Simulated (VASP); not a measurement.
# Mg (P6_3/mmc) in VASP: further runs, part 2 of 3

VASP 6.6.1. Earlier steps stand in the parts before.

## 3. Single point, r2SCAN

POSCAR reads:

```
Mg
1.0
    3.1792646675      0.0000000000      0.0000000000
   -1.5896323337      2.7533239674      0.0000000000
    0.0000000000      0.0000000000      5.1568903974
Mg
2
Direct
    0.3333333333      0.6666666667      0.2500000000
    0.6666666667      0.3333333333      0.7500000000
```

INCAR.step1 reads:

```
SYSTEM = Mg
PREC     = Accurate       ! precision mode
ENCUT    = 520            ! plane-wave cutoff, eV
ISMEAR   = -1             ! smearing method
SIGMA    = 0.1            ! smearing width, eV
LREAL    = .False.        ! projectors in reciprocal space
LASPH    = .True.         ! aspherical terms in the spheres
NELM     = 80             ! most SCF steps
NBANDS   = 9              ! bands
GGA      = PE             ! functional
ALGO     = Normal         ! electronic algorithm
EDIFF    = 1E-4           ! SCF threshold, eV
LWAVE    = .True.         ! write WAVECAR
LCHARG   = .False.        ! write CHGCAR
```

INCAR.step2 reads:

```
SYSTEM = Mg
PREC     = Accurate       ! precision mode
ENCUT    = 520            ! plane-wave cutoff, eV
EDIFF    = 1E-7           ! SCF threshold, eV
ISMEAR   = -1             ! smearing method
SIGMA    = 0.1            ! smearing width, eV
LREAL    = .False.        ! projectors in reciprocal space
LASPH    = .True.         ! aspherical terms in the spheres
NELM     = 80             ! most SCF steps
ALGO     = Normal         ! electronic algorithm
ISIF     = 2              ! what is computed and relaxed
LWAVE    = .False.        ! write WAVECAR
LCHARG   = .True.         ! write CHGCAR
METAGGA  = R2SCAN         ! meta-GGA
LMIXTAU  = .True.       
LELF     = .True.         ! ELF
LVHAR    = .True.       
NBANDS   = 9              ! bands
ISTART   = 1
```

KPOINTS reads:

```
Automatic mesh
0
Gamma
  9 9 5
  0 0 0
```

Potentials or basis: VASP PAW PBE potentials, release 64 (Mg).

The run is started by

```sh
> cat potpaw_PBE.64/Mg/POTCAR > POTCAR
> cp INCAR.step1 INCAR
> mpirun -np 1 vasp_std > vasp.out
> cp INCAR.step2 INCAR
> mpirun -np 1 vasp_std > vasp.out
```

OUTCAR:

```text
SYSTEM = Mg
   PREC = Accurate
   ENCUT = 520
   EDIFF = 1E-7
   ISMEAR = -1
   LREAL = .False.
   LASPH = .True.
   NELM = 80
   ISIF = 2
   METAGGA = R2SCAN
   ISTART = 1

 ion  position               nearest neighbor table
   1  0.333  0.667  0.250-   2 3.17   2 3.17   2 3.17   2 3.17   2 3.17   2 3.17
   2  0.667  0.333  0.750-   1 3.17   1 3.17   1 3.17   1 3.17   1 3.17   1 3.17

  LATTYP: Found a hexagonal cell.
 ALAT       =     3.1792646675
 C/A-ratio  =     1.6220387218

  Lattice vectors:

 A1 = (   3.1792646675,   0.0000000000,   0.0000000000)
 A2 = (  -1.5896323337,   2.7533239674,   0.0000000000)
 A3 = (   0.0000000000,   0.0000000000,   5.1568903974)

Analysis of symmetry for initial positions (statically):
=====================================================================
 Subroutine PRICEL returns:
 Original cell was already a primitive cell.

 Routine SETGRP: Setting up the symmetry group for a
 hexagonal supercell.

 Subroutine GETGRP returns: Found 24 space group operations
 (whereof 12 operations were pure point group operations)
 out of a pool of 24 trial point group operations.

The static configuration has the point symmetry D_3d.
 The point group associated with its full space group is D_6h.

Analysis of symmetry for dynamics (positions and initial velocities):
=====================================================================
 Subroutine PRICEL returns:
 Original cell was already a primitive cell.

 Routine SETGRP: Setting up the symmetry group for a
 hexagonal supercell.

 Subroutine GETGRP returns: Found 24 space group operations
 (whereof 12 operations were pure point group operations)
 out of a pool of 24 trial point group operations.

The dynamic configuration has the point symmetry D_3d.
 The point group associated with its full space group is D_6h.

 Subroutine INISYM returns: Found 24 space group operations
 (whereof 12 operations are pure point group operations),
 and found     1 'primitive' translations

----------------------------------------------------------------------------------------

                                     Primitive cell

  volume of cell :      45.1411

  direct lattice vectors                    reciprocal lattice vectors
     3.179264668  0.000000000  0.000000000     0.314538142  0.181598681  0.000000000
    -1.589632334  2.753323967  0.000000000     0.000000000  0.363197361  0.000000000
     0.000000000  0.000000000  5.156890397     0.000000000  0.000000000  0.193915310

  length of vectors
     3.179264668  3.179264667  5.156890397     0.363197361  0.363197361  0.193915310

  position of ions in fractional coordinates (direct lattice)
     0.333333333  0.666666667  0.250000000
     0.666666667  0.333333333  0.750000000

  ion indices of the primitive-cell ions
   primitive index   ion index
                 1           1
                 2           2

----------------------------------------------------------------------------------------

 KPOINTS: Automatic mesh

Automatic generation of k-mesh.
 Grid dimensions read from file:
 generate k-points for:    9    9    5

 Generating k-lattice:

  Cartesian coordinates                     Fractional coordinates (reciprocal lattice)
     0.034948682  0.020177631  0.000000000     0.111111111  0.000000000  0.000000000
     0.000000000  0.040355262  0.000000000     0.000000000  0.111111111  0.000000000
     0.000000000  0.000000000  0.038783062     0.000000000  0.000000000  0.200000000

  Length of vectors
     0.040355262  0.040355262  0.038783062

  Shift w.r.t. Gamma in fractional coordinates (k-lattice)
     0.000000000  0.000000000  0.000000000

 Subroutine IBZKPT returns following result:
 ===========================================

 Found     36 irreducible k-points:

 Following reciprocal coordinates:
            Coordinates               Weight
  0.000000  0.000000  0.000000      1.000000
  0.111111  0.000000  0.000000      6.000000
  0.222222  0.000000  0.000000      6.000000
  0.333333 -0.000000  0.000000      6.000000
  0.444444  0.000000  0.000000      6.000000
  0.111111  0.111111  0.000000      6.000000
[... 16 lines left out ...]
  0.333333  0.222222  0.200000     24.000000
  0.333333  0.333333  0.200000      4.000000
 [... further k-points ...]
   k-points           NKPTS =     36   k-points in BZ     NKDIM =     36   number of bands    NBANDS=      9
   number of dos      NEDOS =    301   number of ions     NIONS =      2
   total plane-waves  NPLWV =  23040
   dimension x,y,z NGX =    24 NGY =   24 NGZ =   40
   dimension x,y,z NGXF=    48 NGYF=   48 NGZF=   80
   ions per type =               2
   NGX,Y,Z   is equivalent  to a cutoff of  12.55, 12.55, 12.90 a.u.
   NGXF,Y,Z  is equivalent  to a cutoff of  25.10, 25.10, 25.79 a.u.
 SYSTEM =  Mg
   PREC   = accura    normal or accurate (medium, high low for compatibility)
   ISTART =      1    job   : 0-new  1-cont  2-samecut
   ICHARG =      0    charge: 1-file 2-atom 10-const
   ISPIN  =      1    spin polarized calculation?
   LNONCOLLINEAR =      F non collinear calculations
   LSORBIT =      F    spin-orbit coupling
   LASPH  =      T    aspherical Exc in radial PAW
   ENCUT  =  520.0 eV  38.22 Ry    6.18 a.u.   5.91  5.91  9.59*2*pi/ulx,y,z
   NELM   =     80;   NELMIN=  2; NELMDL=  0     # of ELM steps
   EDIFF  = 0.1E-06   stopping-criterion for ELM
   LREAL  =      F    real-space projection
   EDIFFG = 0.1E-05   stopping-criterion for IOM
   NSW    =      0    number of steps for IOM
   IBRION =     -1    ionic relax: 0-MD 1-quasi-New 2-CG
   NFREE  =      0    steps in history (QN), initial steepest desc. (CG)
   ISIF   =      2    stress and relaxation
   ISYM   =      2    0-nonsym 1-usesym 2-fastsym
   POTIM  = 0.5000    time-step for ionic-motion
   TEBEG  =    0.0;   TEEND  =   0.0 temperature during run
   PSTRESS=    0.0 pullay stress
   NELECT =       4.0000    total number of electrons
   NUPDOWN=      -1.0000    fix difference up-down
   EMIN   =  10.00;   EMAX   =-10.00  energy-range for DOS
   EFERMI =   0.00;   METHOD = LEGACY
   ISMEAR =    -1;   SIGMA  =   0.10  broadening in eV -4-tet -1-fermi 0-gaus
   EFERMI_NEDOS =   21; number of points for ismear=-14 and -15
   IALGO  =     38    algorithm
   IMIX   =      4    mixing-type and parameters
     AMIX     =   0.40;   BMIX     =  1.00
     AMIX_MAG =   1.60;   BMIX_MAG =  1.00
  volume/ion in A,a.u.               =      22.57       152.31
  Fermi-wavevector in a.u.,A,eV,Ry     =   0.729857  1.379229  7.247696  0.532691
  Thomas-Fermi vector in A             =   1.821682
   LORBIT       =      0    0 simple, 1 ext, 2 COOP (PROOUT), +10 PAW based schemes
   METAGGA = R2SCAN    functional components
   LHFCALC =     F    Hartree Fock is set to
   AEXX    =    0.0000 exact exchange contribution
   IVDW    =     0    specifies the selected vdW correction
   LEPSILON=     F    determine dielectric tensor
   LRPA    =     F    only Hartree local field effects (RPA)
 non-spin polarized calculation
  energy-cutoff  :      520.00
  volume of cell :       45.14
 maximum number of plane-waves:      1226
 NGX is ok and might be reduce to    24
   NGX = 11   NGY = 11   NGZ = 19

 number of electron       4.0000000 magnetization

 Free energy of the ion-electron system (eV)
  ---------------------------------------------------
  ext. energy  EPLUGINS =         0.00000000
  ---------------------------------------------------
  free energy    TOTEN  =        -8.30309174 eV

  energy without entropy =       -8.27845132  energy(sigma->0) =       -8.29077153

 E-fermi :   2.6764     XC(G=0):  -9.0942

 val. band max:        2.5141577544   @ k =   0.2222   0.0000   0.0000
 cond. band min:       2.7212675994   @ k =   0.4444   0.0000   0.4000
 fundamental gap:      0.2071098450
 Fermi energy:         2.6763697712

 k-point     1 :       0.0000    0.0000    0.0000
  band No.  band energies     occupation
      1      -4.7290      2.00000
      2       0.8054      2.00000
      3       1.5496      1.99997
      4      14.5282      0.00000
      5      14.5282      0.00000
      6      14.7195      0.00000
      7      14.7195      0.00000
      8      15.4442      0.00000
      9      17.3517      0.00000
[... 265 lines left out ...]
 k-point    24 :       0.3333    0.3333    0.2000
  band No.  band energies     occupation
      1       2.1476      1.98994
      2       2.3306      1.93892
      3       2.3306      1.93892
      4       5.5432      0.00000
      5       6.0836      0.00000
      6       6.0836      0.00000
      7      10.1092      0.00000
      8      11.0403      0.00000
      9      11.0403      0.00000

 [... further k-points ...]

------------------------ aborting loop because EDIFF is reached ----------------------------------------

  FORCE on cell =-STRESS in cart. coord.  units (eV):
  Direction    XX          YY          ZZ          XY          YZ          ZX
  --------------------------------------------------------------------------------------
  -------------------------------------------------------------------------------------
  Total       -0.0943931     -0.0943931     -0.0152794     -0.0000000     -0.0000000      0.0000000
  in kB       -3.3502646     -3.3502646     -0.5423069     -0.0000000     -0.0000000      0.0000000
  external PRESSURE =      -2.4142787 kB  Pullay stress =       0.0000000 kB

 VOLUME and BASIS-vectors are now :
 -----------------------------------------------------------------------------
  energy-cutoff  :      520.00
  volume of cell :       45.14
      direct lattice vectors                 reciprocal lattice vectors
     3.179264668  0.000000000  0.000000000     0.314538142  0.181598681  0.000000000
    -1.589632334  2.753323967  0.000000000     0.000000000  0.363197361  0.000000000
     0.000000000  0.000000000  5.156890397     0.000000000  0.000000000  0.193915310

 POSITION                                       TOTAL-FORCE (eV/Angst)
 -----------------------------------------------------------------------------------
     -0.00000      1.83555      1.28922        -0.000000      0.000000      0.000000
      1.58963      0.91777      3.86767         0.000000     -0.000000      0.000000
 -----------------------------------------------------------------------------------
    total drift:                                0.000000     -0.000000      0.000000

  FREE ENERGIE OF THE ION-ELECTRON SYSTEM (eV)
  ---------------------------------------------------
  free  energy   TOTEN  =        -8.3030917381 eV

  energy  without entropy=       -8.2784513152  energy(sigma->0) =       -8.29077153
```

It took 82 s on 1 thread of AMD EPYC 7R43 (Zen 3), shared host; peak memory 0.13 GiB.

What came out:

- Free energy: -8.3031 eV
- Pressure: -0.2 GPa
- Band gap on the k mesh: zero (bands 2 and 3 overlap by 2.16 eV)

Levels at points of the mesh, in eV from the Fermi level:
| k point | band 1 | band 2 | band 3 | band 4 | band 5 |
| --- | --- | --- | --- | --- | --- |
| (0.00, 0.00, 0.00) | -7.41 | -1.87 | -1.13 | 11.85 | 11.85 |

Caveat: the PAW data sets were made with another functional, which shifts forces and pressure a little.

## 4. Single point, r2SCAN

POSCAR is that of step 3.

INCAR.step1 reads:

```
PREC = Accurate ; ENCUT = 520
ISMEAR = -1 ; SIGMA = 0.1
LREAL = False ; LASPH = True
NELM = 80 ; NBANDS = 9
GGA = PE ; ALGO = Normal
EDIFF = 1E-4 ; LWAVE = True
LCHARG = False
```

INCAR.step2 reads:

```
PREC = Accurate ; ENCUT = 520
EDIFF = 1E-7 ; ISMEAR = -1
SIGMA = 0.1 ; LREAL = False
LASPH = True ; NELM = 80
ALGO = Normal ; ISIF = 2
LWAVE = False ; LCHARG = False
METAGGA = R2SCAN ; LMIXTAU = True
NBANDS = 9 ; ISTART = 1
```

KPOINTS reads:

```
regular mesh
0
Gamma
  11 11 6
```

The run is started by

```sh
> cat potpaw_PBE.64/Mg/POTCAR > POTCAR
> cp INCAR.step1 INCAR
> mpirun -np 1 vasp_std > vasp.out
> cp INCAR.step2 INCAR
> mpirun -np 1 vasp_std > vasp.out
```

Wall time 1.9 min (1 thread of AMD EPYC 7R43 (Zen 3), shared host); peak memory 0.14 GiB.

The run converged. Its results:

```yaml
Free_energy: -8.3221 eV
Pressure: -0.3 GPa
Band_gap_on_the_k_mesh: zero (bands 2 and 3 overlap by 2.07 eV)
```

Levels at points of the mesh, in eV from the Fermi level:
| k point | band 1 | band 2 | band 3 | band 4 | band 5 | band 6 | band 7 |
| --- | --- | --- | --- | --- | --- | --- | --- |
| (0.00, 0.00, 0.00) | -7.47 | -1.93 | -1.19 | 11.79 | 11.79 | 11.98 | 11.98 |
| (0.00, 0.00, 0.50) | -5.97 | -5.97 | 5.45 | 5.45 | 12.55 | 12.55 | 12.55 |

Caveat: the PAW data sets were made with another functional, which shifts forces and pressure a little.

(Part 2 of 3 ends here.)
